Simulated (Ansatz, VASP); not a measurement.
Two plane-wave programs on LiF

```
Li F
1.0
     0.00000    2.11470    2.11470
     2.11470    0.00000    2.11470
     2.11470    2.11470    0.00000
Li F
1 1
Direct
  0.00000 0.00000 0.00000
  0.50000 0.50000 0.50000
```

Change from the starting cell: strain +0.050 along x and y, +0.050 along z, atoms carried along.

Alike in both runs: task single point; functional LDA; k mesh 10 × 10 × 10; occupations gaussian, width 0.05 eV; no spin polarisation.

|  | VASP | Ansatz |
| --- | --- | --- |
| version | VASP 6.6.1 | Ansatz 0.2.0 |
| potentials or method | VASP PAW LDA potentials, release 64 (Li_sv, F), cutoff 520 eV | scalar-relativistic, plane waves, PAW |
| valence electrons in the cell | 10 | 10 |

VASP gave:

- gap on the k mesh at the Fermi level (eV): 7.64
- least direct gap on the mesh (eV): 7.64

**Question.** What did Ansatz give for the same quantities?

**Answer.** gap on the k mesh at the Fermi level (eV): 7.65; least direct gap on the mesh (eV): 7.65.

LDA's correlation is that of Perdew and Zunger in VASP and of Perdew and Wang (1992) in Ansatz.

Noted on VASP's run: the cutoff is short for stress, so the pressure is rough.
